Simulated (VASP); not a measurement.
# Os (P6_3/mmc) in VASP: a series of runs

Runs on Os. Level: PBEsol. Tasks: single point.

Everything below comes from runs of VASP 6.6.1. Logs are shortened: lines on timing, memory, paths and dates and some standing lists are left out, and cuts for length are marked.

## 1. The cell of the first run

The structure is hexagonal, space group P6_3/mmc (No. 194). Conventional cell: a = 2.822 Å, b = 2.822 Å, c = 9.061 Å, α = 90.00°, β = 90.00°, γ = 120.00°. Within 3.7 Å of Os (site symmetry -3m) lie 12 Os at 2.79 to 2.82 Å. Within 3.7 Å of Os (site symmetry -6m2) lie 12 Os at 2.79 to 2.82 Å.

## 2. Single point, PBEsol (15.62 Å³/atom)

INCAR reads:

```
SYSTEM = Os
ALGO = Normal ; EDIFF = 1E-7
ENCUT = 520 ; GGA = PS
ISIF = 2 ; ISMEAR = -1
LASPH = .TRUE. ; LCHARG = .FALSE.
LREAL = .FALSE. ; LWAVE = .FALSE.
NBANDS = 24 ; NELM = 80
PREC = Accurate ; SIGMA = 0.1
```

KPOINTS reads:

```
k-points
0
G
  15 15 4
  0 0 0
```

POSCAR reads:

```
Os
1.0
    2.8219347537      0.0000000000      0.0000000000
   -1.4109673768      2.4438671845      0.0000000000
    0.0000000000      0.0000000000      9.0607458131
Os
4
Direct
    0.0000000000      1.0000000000      1.0000000000
    1.0000000000      0.0000000000      0.5000000000
    0.3333333333      0.6666666667      0.2500000000
    0.6666666667      0.3333333333      0.7500000000
```

Potentials or basis: VASP PAW PBE potentials, release 64 (Os).

Command:

```console
$ cat potpaw_PBE.64/Os/POTCAR > POTCAR
$ mpirun -np 1 vasp_std > vasp.out
```

OUTCAR:

```text
SYSTEM = Os
   EDIFF = 1E-7
   ENCUT = 520
   GGA = PS
   ISIF = 2
   ISMEAR = -1
   LASPH = .TRUE.
   LREAL = .FALSE.
   NELM = 80
   PREC = Accurate

 ion  position               nearest neighbor table
   1  0.000  0.000  0.000-   3 2.79   4 2.79   3 2.79   4 2.79   4 2.79   3 2.79
   2  0.000  0.000  0.500-   3 2.79   4 2.79   3 2.79   4 2.79   4 2.79   3 2.79
   3  0.333  0.667  0.250-   1 2.79   2 2.79   1 2.79   2 2.79   1 2.79   2 2.79
   4  0.667  0.333  0.750-   1 2.79   2 2.79   1 2.79   2 2.79   1 2.79   2 2.79

  LATTYP: Found a hexagonal cell.
 ALAT       =     2.8219347537
 C/A-ratio  =     3.2108275364

  Lattice vectors:

 A1 = (   2.8219347537,   0.0000000000,   0.0000000000)
 A2 = (  -1.4109673768,   2.4438671845,   0.0000000000)
 A3 = (   0.0000000000,   0.0000000000,   9.0607458131)

Analysis of symmetry for initial positions (statically):
=====================================================================
 Subroutine PRICEL returns:
 Original cell was already a primitive cell.

 Routine SETGRP: Setting up the symmetry group for a
 hexagonal supercell.

 Subroutine GETGRP returns: Found 24 space group operations
 (whereof 12 operations were pure point group operations)
 out of a pool of 24 trial point group operations.

The static configuration has the point symmetry D_3d.
 The point group associated with its full space group is D_6h.

Analysis of symmetry for dynamics (positions and initial velocities):
=====================================================================
 Subroutine PRICEL returns:
 Original cell was already a primitive cell.

 Routine SETGRP: Setting up the symmetry group for a
 hexagonal supercell.

 Subroutine GETGRP returns: Found 24 space group operations
 (whereof 12 operations were pure point group operations)
 out of a pool of 24 trial point group operations.

The dynamic configuration has the point symmetry D_3d.
 The point group associated with its full space group is D_6h.

 Subroutine INISYM returns: Found 24 space group operations
 (whereof 12 operations are pure point group operations),
 and found     1 'primitive' translations

----------------------------------------------------------------------------------------

                                     Primitive cell

  volume of cell :      62.4868

  direct lattice vectors                    reciprocal lattice vectors
     2.821934754  0.000000000  0.000000000     0.354366804  0.204593770  0.000000000
    -1.410967377  2.443867185  0.000000000     0.000000000  0.409187539  0.000000000
     0.000000000  0.000000000  9.060745813     0.000000000  0.000000000  0.110366191

  length of vectors
     2.821934754  2.821934754  9.060745813     0.409187539  0.409187539  0.110366191

  position of ions in fractional coordinates (direct lattice)
     0.000000000  0.000000000  0.000000000
     0.000000000  0.000000000  0.500000000
     0.333333333  0.666666667  0.250000000
     0.666666667  0.333333333  0.750000000

  ion indices of the primitive-cell ions
   primitive index   ion index
                 1           1
                 2           2
                 3           3
                 4           4

----------------------------------------------------------------------------------------

 KPOINTS: k-points

Automatic generation of k-mesh.
 Grid dimensions read from file:
 generate k-points for:   15   15    4

 Generating k-lattice:

  Cartesian coordinates                     Fractional coordinates (reciprocal lattice)
     0.023624454  0.013639585  0.000000000     0.066666667  0.000000000  0.000000000
     0.000000000  0.027279169  0.000000000     0.000000000  0.066666667  0.000000000
     0.000000000  0.000000000  0.027591548     0.000000000  0.000000000  0.250000000

  Length of vectors
     0.027279169  0.027279169  0.027591548

  Shift w.r.t. Gamma in fractional coordinates (k-lattice)
     0.000000000  0.000000000  0.000000000

 Subroutine IBZKPT returns following result:
 ===========================================

 Found     81 irreducible k-points:

 Following reciprocal coordinates:
            Coordinates               Weight
  0.000000  0.000000  0.000000      1.000000
  0.066667  0.000000  0.000000      6.000000
  0.133333  0.000000  0.000000      6.000000
  0.200000  0.000000  0.000000      6.000000
  0.266667  0.000000  0.000000      6.000000
  0.333333  0.000000  0.000000      6.000000
[... 16 lines left out ...]
  0.333333  0.200000  0.000000     12.000000
  0.400000  0.200000  0.000000      6.000000
 [... further k-points ...]
   k-points           NKPTS =     81   k-points in BZ     NKDIM =     81   number of bands    NBANDS=     24
   number of dos      NEDOS =    301   number of ions     NIONS =      4
   total plane-waves  NPLWV =  40320
   dimension x,y,z NGX =    24 NGY =   24 NGZ =   70
   dimension x,y,z NGXF=    48 NGYF=   48 NGZF=  140
   ions per type =               4
   NGX,Y,Z   is equivalent  to a cutoff of  14.14, 14.14, 12.84 a.u.
   NGXF,Y,Z  is equivalent  to a cutoff of  28.28, 28.28, 25.69 a.u.
 SYSTEM =  Os
   PREC   = accura    normal or accurate (medium, high low for compatibility)
   ISTART =      0    job   : 0-new  1-cont  2-samecut
   ICHARG =      2    charge: 1-file 2-atom 10-const
   ISPIN  =      1    spin polarized calculation?
   LNONCOLLINEAR =      F non collinear calculations
   LSORBIT =      F    spin-orbit coupling
   LASPH  =      T    aspherical Exc in radial PAW
   ENCUT  =  520.0 eV  38.22 Ry    6.18 a.u.   5.25  5.25 16.85*2*pi/ulx,y,z
   NELM   =     80;   NELMIN=  2; NELMDL= -5     # of ELM steps
   EDIFF  = 0.1E-06   stopping-criterion for ELM
   LREAL  =      F    real-space projection
   EDIFFG = 0.1E-05   stopping-criterion for IOM
   NSW    =      0    number of steps for IOM
   IBRION =     -1    ionic relax: 0-MD 1-quasi-New 2-CG
   NFREE  =      0    steps in history (QN), initial steepest desc. (CG)
   ISIF   =      2    stress and relaxation
   ISYM   =      2    0-nonsym 1-usesym 2-fastsym
   POTIM  = 0.5000    time-step for ionic-motion
   TEBEG  =    0.0;   TEEND  =   0.0 temperature during run
   PSTRESS=    0.0 pullay stress
   NELECT =      32.0000    total number of electrons
   NUPDOWN=      -1.0000    fix difference up-down
   EMIN   =  10.00;   EMAX   =-10.00  energy-range for DOS
   EFERMI =   0.00;   METHOD = LEGACY
   ISMEAR =    -1;   SIGMA  =   0.10  broadening in eV -4-tet -1-fermi 0-gaus
   EFERMI_NEDOS =   21; number of points for ismear=-14 and -15
   IALGO  =     38    algorithm
   IMIX   =      4    mixing-type and parameters
     AMIX     =   0.40;   BMIX     =  1.00
     AMIX_MAG =   1.60;   BMIX_MAG =  1.00
  volume/ion in A,a.u.               =      15.62       105.42
  Fermi-wavevector in a.u.,A,eV,Ry     =   1.309771  2.475108 23.340790  1.715500
  Thomas-Fermi vector in A             =   2.440347
   LORBIT       =      0    0 simple, 1 ext, 2 COOP (PROOUT), +10 PAW based schemes
   GGA     = PS    functional components
   LHFCALC =     F    Hartree Fock is set to
   AEXX    =    0.0000 exact exchange contribution
   IVDW    =     0    specifies the selected vdW correction
   LEPSILON=     F    determine dielectric tensor
   LRPA    =     F    only Hartree local field effects (RPA)
 non-spin polarized calculation
  energy-cutoff  :      520.00
  volume of cell :       62.49
 maximum number of plane-waves:      1700
 NGX is ok and might be reduce to    24
   NGX = 11   NGY = 11   NGZ = 33

 number of electron      31.9999999 magnetization

 Free energy of the ion-electron system (eV)
  ---------------------------------------------------
  ext. energy  EPLUGINS =         0.00000000
  ---------------------------------------------------
  free energy    TOTEN  =       -47.74981673 eV

  energy without entropy =      -47.62211774  energy(sigma->0) =      -47.68596723

 E-fermi :   7.6890     XC(G=0): -13.5294

 val. band max:        7.6876345274   @ k =   0.0667   0.0667   0.2500
 cond. band min:       7.7010851059   @ k =   0.4667   0.0667   0.0000
 fundamental gap:      0.0134505785
 Fermi energy:         7.6889914405

 k-point     1 :       0.0000    0.0000    0.0000
  band No.  band energies     occupation
      1      -2.2951      2.00000
      2      -0.1118      2.00000
      3      -0.1114      2.00000
      4       0.8681      2.00000
      5       4.5154      2.00000
      6       4.5389      2.00000
[... 16 lines left out ...]
     23       9.4992      0.00000
     24       9.4992      0.00000

 k-point     2 :       0.0667    0.0000    0.0000
  band No.  band energies     occupation
      1      -2.1332      2.00000
      2       0.0389      2.00000
      3       0.0395      2.00000
      4       1.0176      2.00000
      5       4.2890      2.00000
      6       4.4315      2.00000
[... 16 lines left out ...]
     23       9.5252      0.00000
     24      10.2450      0.00000

 k-point     3 :       0.1333    0.0000    0.0000
  band No.  band energies     occupation
      1      -1.6646      2.00000
      2       0.4526      2.00000
      3       0.4540      2.00000
      4       1.4289      2.00000
      5       3.8633      2.00000
      6       4.1619      2.00000
[... 16 lines left out ...]
     23       9.5988      0.00000
     24      11.6038      0.00000
[... 514 lines left out ...]
 k-point    23 :       0.3333    0.2000    0.0000
  band No.  band energies     occupation
      1       1.7676      2.00000
      2       1.8052      2.00000
      3       2.5566      2.00000
      4       2.8457      2.00000
      5       2.9173      2.00000
      6       3.2588      2.00000
[... 16 lines left out ...]
     23      12.8278      0.00000
     24      13.8689      0.00000

 k-point    24 :       0.4000    0.2000    0.0000
  band No.  band energies     occupation
      1       1.7480      2.00000
      2       1.7568      2.00000
      3       2.4862      2.00000
      4       3.1052      2.00000
      5       3.1547      2.00000
      6       3.2559      2.00000
[... 16 lines left out ...]
     23      13.4103      0.00000
     24      13.6262      0.00000

 [... further k-points ...]

------------------------ aborting loop because EDIFF is reached ----------------------------------------

  FORCE on cell =-STRESS in cart. coord.  units (eV):
  Direction    XX          YY          ZZ          XY          YZ          ZX
  --------------------------------------------------------------------------------------
  -------------------------------------------------------------------------------------
  Total      -14.4906500    -14.4906500    -14.5598033     -0.0000000      0.0000000      0.0000000
  in kB     -371.5437283   -371.5437283   -373.3168361     -0.0000000      0.0000000      0.0000000
  external PRESSURE =    -372.1347643 kB  Pullay stress =       0.0000000 kB

 VOLUME and BASIS-vectors are now :
 -----------------------------------------------------------------------------
  energy-cutoff  :      520.00
  volume of cell :       62.49
      direct lattice vectors                 reciprocal lattice vectors
     2.821934754  0.000000000  0.000000000     0.354366804  0.204593770  0.000000000
    -1.410967377  2.443867185  0.000000000     0.000000000  0.409187539  0.000000000
     0.000000000  0.000000000  9.060745813     0.000000000  0.000000000  0.110366191

 POSITION                                       TOTAL-FORCE (eV/Angst)
 -----------------------------------------------------------------------------------
      0.00000      0.00000      0.00000        -0.000000      0.000000      0.000000
      0.00000      0.00000      4.53037        -0.000000      0.000000      0.000000
     -0.00000      1.62924      2.26519        -0.000000     -0.000000     -0.000000
      1.41097      0.81462      6.79556         0.000000      0.000000      0.000000
 -----------------------------------------------------------------------------------
    total drift:                               -0.000000      0.000000      0.000000

  FREE ENERGIE OF THE ION-ELECTRON SYSTEM (eV)
  ---------------------------------------------------
  free  energy   TOTEN  =       -47.7498167276 eV

  energy  without entropy=      -47.6221177355  energy(sigma->0) =      -47.68596723
```

Wall time 3.6 min (1 thread of Oxide Virtual Turin-like, shared host); peak memory 0.21 GiB.

Results:

| Item | Value |
| --- | --- |
| Free energy | -47.7498 eV |
| Pressure | -37.2 GPa |
| Band gap on the k mesh | zero (bands 16 and 17 overlap by 3.01 eV) |

Stress tensor (GPa, compression positive):
```
-37.15   0.00   0.00
  0.00 -37.15   0.00
  0.00   0.00 -37.33
```

Levels at points of the mesh, in eV from the Fermi level:
```csv
k point,band 13,band 14,band 15,band 16,band 17,band 18,band 19,band 20
"(0.00, 0.00, 0.00)",-2.23,-2.12,-2.12,-0.72,-0.72,-0.11,0.02,0.02
"(0.00, 0.00, 0.50)",-2.42,-2.42,-1.82,-1.82,-0.29,-0.29,-0.29,-0.29
```

Caveat: the cell stands under tension; the PAW data sets were made with another functional, which shifts forces and pressure a little; spin-orbit coupling is left out, which moves the levels of the heavy elements.

## 3. Single point, PBEsol

This run uses another cell than the first one, of 13.95 Å³/atom.

INCAR reads:

```
SYSTEM = Os
ALGO = Normal
EDIFF = 1E-6
ENCUT = 520
GGA = PS
ISIF = 2
ISMEAR = -1
LASPH = .True.
LCHARG = .True.
LELF = .True.
LREAL = .False.
LVHAR = .True.
LWAVE = .False.
NBANDS = 24
NELM = 60
PREC = Accurate
SIGMA = 0.1
```

KPOINTS reads:

```
k-points
0
Gamma
  17 17 5
  0 0 0
```

POSCAR reads:

```
Os
1.0
    2.7173210969      0.0000000000      0.0000000000
   -1.3586605484      2.3532691001      0.0000000000
    0.0000000000      0.0000000000      8.7248494031
Os
4
Direct
    0.0000000000      1.0000000000      1.0000000000
    1.0000000000      0.0000000000      0.5000000000
    0.3333333333      0.6666666667      0.2500000000
    0.6666666667      0.3333333333      0.7500000000
```

Potentials or basis: VASP PAW PBE potentials, release 64 (Os).

Command:

```console
$ cat potpaw_PBE.64/Os/POTCAR > POTCAR
$ mpirun -np 1 vasp_std > vasp.out
```

It took 3.2 min on 1 thread of Oxide Virtual Turin-like, shared host; peak memory 0.21 GiB.

Results (log left out):

| Property | Result |
| --- | --- |
| Free energy | -48.6018 eV |
| Pressure | 0.4 GPa |
| Band gap on the k mesh | zero (bands 16 and 17 overlap by 3.79 eV) |

Stress tensor (GPa, compression positive):
```
0.21 0.00 0.00
0.00 0.21 0.00
0.00 0.00 0.70
```

Levels at points of the mesh, in eV from the Fermi level:
```
           k point  band 14  band 15  band 16  band 17  band 18  band 19
(0.00, 0.00, 0.00)    -2.49    -2.49    -0.83    -0.83    -0.15     0.05
```

Caveat: the PAW data sets were made with another functional, which shifts forces and pressure a little; spin-orbit coupling is left out, which moves the levels of the heavy elements.
